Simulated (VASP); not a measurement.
# Fe (Im-3m) in VASP: a series of runs, part 2 of 2

VASP 6.6.1. The steps go on from the part before.

### 3 Single point, r2SCAN, collinear spin, ferromagnetic start

Input file POSCAR:

```
Fe
1.0
   -1.4314200000      1.4314200000      1.4314200000
    1.4314200000     -1.4314200000      1.4314200000
    1.4314200000      1.4314200000     -1.4314200000
Fe
1
Direct
    0.0000000000      0.0000000000      0.0000000000
```

Input file INCAR.step1:

```
SYSTEM = Fe
  PREC = Accurate
  ENCUT = 520
  ISMEAR = -1
  SIGMA = 0.1
  LREAL = .FALSE.
  LASPH = .TRUE.
  NELM = 150
  ISPIN = 2
  MAGMOM = 4
  LMAXMIX = 4
  NBANDS = 14
  GGA = PE
  ALGO = Normal
  EDIFF = 1E-4
  LWAVE = .TRUE.
  LCHARG = .FALSE.
```

Input file INCAR.step2:

```
SYSTEM = Fe
  PREC = Accurate
  ENCUT = 520
  EDIFF = 1E-6
  ISMEAR = -1
  SIGMA = 0.1
  LREAL = .FALSE.
  LASPH = .TRUE.
  NELM = 150
  ALGO = Normal
  ISIF = 2
  LWAVE = .FALSE.
  LCHARG = .FALSE.
  ISPIN = 2
  MAGMOM = 4
  LORBIT = 11
  LMAXMIX = 4
  METAGGA = R2SCAN
  LMIXTAU = .TRUE.
  NBANDS = 14
  ISTART = 1
```

Input file KPOINTS:

```
regular mesh
0
G
  15 15 15
  0 0 0
```

Potentials or basis: VASP PAW PBE potentials, release 64 (Fe).

On the command line:

```bash
cat potpaw_PBE.64/Fe/POTCAR > POTCAR
cp INCAR.step1 INCAR
mpirun -np 1 vasp_std > vasp.out
cp INCAR.step2 INCAR
mpirun -np 1 vasp_std > vasp.out
```

OUTCAR:

```text
SYSTEM = Fe
   PREC = Accurate
   ENCUT = 520
   EDIFF = 1E-6
   ISMEAR = -1
   LREAL = .FALSE.
   LASPH = .TRUE.
   NELM = 150
   ISIF = 2
   ISPIN = 2
   LORBIT = 11
   METAGGA = R2SCAN
   ISTART = 1

 ion  position               nearest neighbor table
   1  0.000  0.000  0.000-

  LATTYP: Found a body centered cubic cell.
 ALAT       =     2.8628400000

  Lattice vectors:

 A1 = (  -1.4314200000,   1.4314200000,   1.4314200000)
 A2 = (   1.4314200000,  -1.4314200000,   1.4314200000)
 A3 = (   1.4314200000,   1.4314200000,  -1.4314200000)

Analysis of symmetry for initial positions (statically):
=====================================================================
 Subroutine PRICEL returns:
 Original cell was already a primitive cell.

 Routine SETGRP: Setting up the symmetry group for a
 body centered cubic supercell.

 Subroutine GETGRP returns: Found 48 space group operations
 (whereof 48 operations were pure point group operations)
 out of a pool of 48 trial point group operations.

The static configuration has the point symmetry O_h .

Analysis of symmetry for dynamics (positions and initial velocities):
=====================================================================
 Subroutine PRICEL returns:
 Original cell was already a primitive cell.

 Routine SETGRP: Setting up the symmetry group for a
 body centered cubic supercell.

 Subroutine GETGRP returns: Found 48 space group operations
 (whereof 48 operations were pure point group operations)
 out of a pool of 48 trial point group operations.

The dynamic configuration has the point symmetry O_h .

Analysis of structural, dynamic, and magnetic symmetry:
=====================================================================
 Subroutine PRICEL returns:
 Original cell was already a primitive cell.

 Routine SETGRP: Setting up the symmetry group for a
 body centered cubic supercell.

 Subroutine GETGRP returns: Found 48 space group operations
 (whereof 48 operations were pure point group operations)
 out of a pool of 48 trial point group operations.

The overall configuration has the point symmetry O_h .

 Subroutine INISYM returns: Found 48 space group operations
 (whereof 48 operations are pure point group operations),
 and found     1 'primitive' translations
[... 152 lines left out ...]
      2       2.4377      1.00000
      3       2.4378      1.00000
      4       2.4378      1.00000
      5       3.6530      1.00000
      6       3.6530      1.00000
      7      31.1798      0.00000
      8      31.1798      0.00000
      9      31.1798      0.00000
     10      36.0422      0.00000
     11      36.0422      0.00000
     12      37.7290      0.00000
     13      37.7290      0.00000
     14      37.7296      0.00000
[... 379 lines left out ...]
      3       2.6660      1.00000
      4       3.6870      1.00000
      5       4.1714      1.00000
      6       9.0854      0.00000
      7      12.6898      0.00000
      8      18.1929      0.00000
      9      24.8604      0.00000
     10      31.9973      0.00000
     11      36.8453      0.00000
     12      39.7193      0.00000
     13      43.6262      0.00000
     14      50.2237      0.00000

 [... further k-points ...]

 spin component 2

 k-point     1 :       0.0000    0.0000    0.0000
  band No.  band energies     occupation
      1      -3.6153      1.00000
      2       5.8740      0.02876
      3       5.8741      0.02875
      4       5.8741      0.02875
      5       8.0858      0.00000
      6       8.0858      0.00000
      7      30.8301      0.00000
      8      30.8302      0.00000
      9      30.8302      0.00000
     10      36.6487      0.00000
     11      36.6487      0.00000
     12      39.5187      0.00000
     13      39.5187      0.00000
     14      39.5192      0.00000
[... 379 lines left out ...]
      3       4.5427      0.99994
      4       7.8658      0.00000
      5       8.3678      0.00000
      6      10.9677      0.00000
      7      14.7073      0.00000
      8      19.2530      0.00000
      9      25.8721      0.00000
     10      32.6375      0.00000
     11      37.4392      0.00000
     12      41.1958      0.00000
     13      45.8107      0.00000
     14      51.1026      0.00000

 [... further k-points ...]
[... 5 lines left out ...]
  --------------------------------------------------------------------------------------
  -------------------------------------------------------------------------------------
  Total        0.0275214      0.0275214      0.0275214     -0.0000000     -0.0000000      0.0000000
  in kB        3.7585485      3.7585485      3.7585485     -0.0000000     -0.0000000      0.0000000
  external PRESSURE =       3.7585485 kB  Pullay stress =       0.0000000 kB

 VOLUME and BASIS-vectors are now :
 -----------------------------------------------------------------------------
  energy-cutoff  :      520.00
  volume of cell :       11.73
      direct lattice vectors                 reciprocal lattice vectors
    -1.431420000  1.431420000  1.431420000     0.000000000  0.349303489  0.349303489
     1.431420000 -1.431420000  1.431420000     0.349303489  0.000000000  0.349303489
     1.431420000  1.431420000 -1.431420000     0.349303489  0.349303489  0.000000000

 POSITION                                       TOTAL-FORCE (eV/Angst)
 -----------------------------------------------------------------------------------
      0.00000      0.00000      0.00000         0.000000      0.000000      0.000000
 -----------------------------------------------------------------------------------
    total drift:                                0.000000     -0.000000      0.000000

  FREE ENERGIE OF THE ION-ELECTRON SYSTEM (eV)
  ---------------------------------------------------
  free  energy   TOTEN  =       -14.3719056949 eV

  energy  without entropy=      -14.3475593490  energy(sigma->0) =      -14.35973252

 total charge

# of ion       s       p       d       tot
------------------------------------------
    1        0.481   0.553   6.172   7.206

 magnetization (x)

# of ion       s       p       d       tot
------------------------------------------
    1       -0.012  -0.114   2.852   2.726
```

OUTCAR.step1:

```text
SYSTEM = Fe
   PREC = Accurate
   ENCUT = 520
   ISMEAR = -1
   LREAL = .FALSE.
   LASPH = .TRUE.
[... 1053 lines left out ...]
 -----------------------------------------------------------------------------------
      0.00000      0.00000      0.00000        -0.000000      0.000000      0.000000
 -----------------------------------------------------------------------------------
    total drift:                                0.000000     -0.000000      0.000000

  FREE ENERGIE OF THE ION-ELECTRON SYSTEM (eV)
  ---------------------------------------------------
  free  energy   TOTEN  =        -8.2522860381 eV

  energy  without entropy=       -8.2210154501  energy(sigma->0) =       -8.23665074
```

Run time: 2.6 min. Hardware: 1 thread of AMD EPYC 7R43 (Zen 3), shared host; peak memory 0.11 GiB.

What came out:

* Free energy: -14.3719 eV
* Pressure: 0.4 GPa
* Net moment: 2.66 μB per cell
* Site moments: Fe +2.73 μB
* Valence electrons inside the program's atomic spheres: Fe 7.21

Levels at points of the mesh, in eV from the Fermi level:
Spin up:
```tsv
k point	band 1	band 2	band 3	band 4	band 5	band 6	band 7	band 8	band 9	band 10
(0.00, 0.00, 0.00)	-8.53	-3.08	-3.08	-3.08	-1.87	-1.87	25.66	25.66	25.66	30.52
```
Spin down:
```csv
k point,band 1,band 2,band 3,band 4,band 5,band 6,band 7,band 8
"(0.00, 0.00, 0.00)",-9.14,0.35,0.35,0.35,2.56,2.56,25.31,25.31
```

Caveat: the PAW data sets were made with another functional, which shifts forces and pressure a little.

### 4 Single point, r2SCAN, collinear spin, ferromagnetic start

POSCAR is that of step 3.

Input file INCAR.step1:

```
PREC = Accurate
ENCUT = 520
ISMEAR = -1
SIGMA = 0.1
LREAL = F
LASPH = T
NELM = 150
ISPIN = 2
MAGMOM = 1.2
NUPDOWN = 1.2
LMAXMIX = 4
NBANDS = 14
GGA = PE
ALGO = Normal
EDIFF = 1E-4
LWAVE = T
LCHARG = F
```

Input file INCAR.step2:

```
PREC = Accurate
ENCUT = 520
EDIFF = 1E-6
ISMEAR = -1
SIGMA = 0.1
LREAL = F
LASPH = T
NELM = 150
ALGO = Normal
ISIF = 2
LWAVE = F
LCHARG = F
ISPIN = 2
MAGMOM = 1.2
LORBIT = 11
NUPDOWN = 1.2
LMAXMIX = 4
METAGGA = R2SCAN
LMIXTAU = T
NBANDS = 14
ISTART = 1
```

Input file KPOINTS:

```
regular mesh
0
Gamma
  15 15 15
```

On the command line:

```bash
cat potpaw_PBE.64/Fe/POTCAR > POTCAR
cp INCAR.step1 INCAR
mpirun -np 1 vasp_std > vasp.out
cp INCAR.step2 INCAR
mpirun -np 1 vasp_std > vasp.out
```

Wall time 2.1 min (1 thread of AMD EPYC 7R43 (Zen 3), shared host); peak memory 0.11 GiB.

It converged, with:

```yaml
Free_energy: -13.7640 eV
Pressure: -21.0 GPa
Net_moment: 1.20 μB per cell
Site_moments: Fe +1.26 μB
Valence_electrons_inside_the_program's_atomic_spheres: Fe 7.21
```

Caveat: the PAW data sets were made with another functional, which shifts forces and pressure a little; the total moment is fixed, so each spin has its own Fermi level.

### 5 Single point, r2SCAN, collinear spin, ferromagnetic start

POSCAR is that of step 4.

Input file INCAR.step1:

```
SYSTEM = Fe
ALGO = Normal
EDIFF = 1E-4
ENCUT = 520
GGA = PE
ISMEAR = -1
ISPIN = 2
LASPH = .True.
LCHARG = .False.
LMAXMIX = 4
LREAL = .False.
LWAVE = .True.
MAGMOM = 2.4
NBANDS = 14
NELM = 150
NUPDOWN = 2.4
PREC = Accurate
SIGMA = 0.1
```

Input file INCAR.step2:

```
SYSTEM = Fe
ALGO = Normal
EDIFF = 1E-6
ENCUT = 520
ISIF = 2
ISMEAR = -1
ISPIN = 2
ISTART = 1
LASPH = .True.
LCHARG = .False.
LMAXMIX = 4
LMIXTAU = .True.
LORBIT = 11
LREAL = .False.
LWAVE = .False.
MAGMOM = 2.4
METAGGA = R2SCAN
NBANDS = 14
NELM = 150
NUPDOWN = 2.4
PREC = Accurate
SIGMA = 0.1
```

Input file KPOINTS:

```
k-points
0
Gamma
  15 15 15
  0 0 0
```

Potentials or basis: VASP PAW PBE potentials, release 64 (Fe).

On the command line:

```bash
cat potpaw_PBE.64/Fe/POTCAR > POTCAR
cp INCAR.step1 INCAR
mpirun -np 1 vasp_std > vasp.out
cp INCAR.step2 INCAR
mpirun -np 1 vasp_std > vasp.out
```

OUTCAR:

```text
SYSTEM = Fe
   EDIFF = 1E-6
   ENCUT = 520
   ISIF = 2
   ISMEAR = -1
   ISPIN = 2
   ISTART = 1
   LASPH = .True.
   LORBIT = 11
   LREAL = .False.
   METAGGA = R2SCAN
   NELM = 150
   NUPDOWN = 2.4
   PREC = Accurate

 ion  position               nearest neighbor table
   1  0.000  0.000  0.000-

  LATTYP: Found a body centered cubic cell.
 ALAT       =     2.8628400000
[... 1018 lines left out ...]
     13      45.7055      0.00000
     14      51.0516      0.00000

 [... further k-points ...]
[... 5 lines left out ...]
  --------------------------------------------------------------------------------------
  -------------------------------------------------------------------------------------
  Total       -0.4518498     -0.4518498     -0.4518498     -0.0000000     -0.0000000      0.0000000
  in kB      -61.7082817    -61.7082817    -61.7082817     -0.0000000     -0.0000000      0.0000000
  external PRESSURE =     -61.7082817 kB  Pullay stress =       0.0000000 kB

 VOLUME and BASIS-vectors are now :
 -----------------------------------------------------------------------------
  energy-cutoff  :      520.00
  volume of cell :       11.73
      direct lattice vectors                 reciprocal lattice vectors
    -1.431420000  1.431420000  1.431420000     0.000000000  0.349303489  0.349303489
     1.431420000 -1.431420000  1.431420000     0.349303489  0.000000000  0.349303489
     1.431420000  1.431420000 -1.431420000     0.349303489  0.349303489  0.000000000

 POSITION                                       TOTAL-FORCE (eV/Angst)
 -----------------------------------------------------------------------------------
      0.00000      0.00000      0.00000        -0.000000      0.000000     -0.000000
 -----------------------------------------------------------------------------------
    total drift:                                0.000000     -0.000000      0.000000

  FREE ENERGIE OF THE ION-ELECTRON SYSTEM (eV)
  ---------------------------------------------------
  free  energy   TOTEN  =       -14.3317899715 eV

  energy  without entropy=      -14.3010485136  energy(sigma->0) =      -14.31641924

 total charge

# of ion       s       p       d       tot
------------------------------------------
    1        0.474   0.543   6.192   7.209

 magnetization (x)

# of ion       s       p       d       tot
------------------------------------------
    1       -0.018  -0.123   2.614   2.473
```

Run time: 2.2 min. Hardware: 1 thread of AMD EPYC 7R43 (Zen 3), shared host; peak memory 0.11 GiB.

Results:

```yaml
Free_energy: -14.3318 eV
Pressure: -6.2 GPa
Net_moment: 2.40 μB per cell
Site_moments: Fe +2.47 μB
Valence_electrons_inside_the_program's_atomic_spheres: Fe 7.21
```

Caveat: the PAW data sets were made with another functional, which shifts forces and pressure a little; the total moment is fixed, so each spin has its own Fermi level.

### 6 Summary

| spin | fixed moment (μB) | pressure (GPa) | moment (μB) |
| --- | --- | --- | --- |
| collinear, zero start | 0.0 | -29.7 | 0.00 |
| collinear, ferromagnetic start | - | 0.4 | 2.66 |
| collinear, ferromagnetic start | 1.2 | -21.0 | 1.20 |
| collinear, ferromagnetic start | 2.4 | -6.2 | 2.40 |

Alike in all rows: task single point; level r2SCAN; potentials or basis VASP PAW PBE potentials, release 64 (Fe); cell as given; k mesh 15 × 15 × 15; cutoff (eV) 520; smearing fermi-dirac 0.1 eV.

Caveats: the PAW data sets were made with another functional, which shifts forces and pressure a little; the total moment is fixed, so each spin has its own Fermi level (some runs).

Total energies depend on the potentials used, so only differences within one code and one set of settings carry meaning.
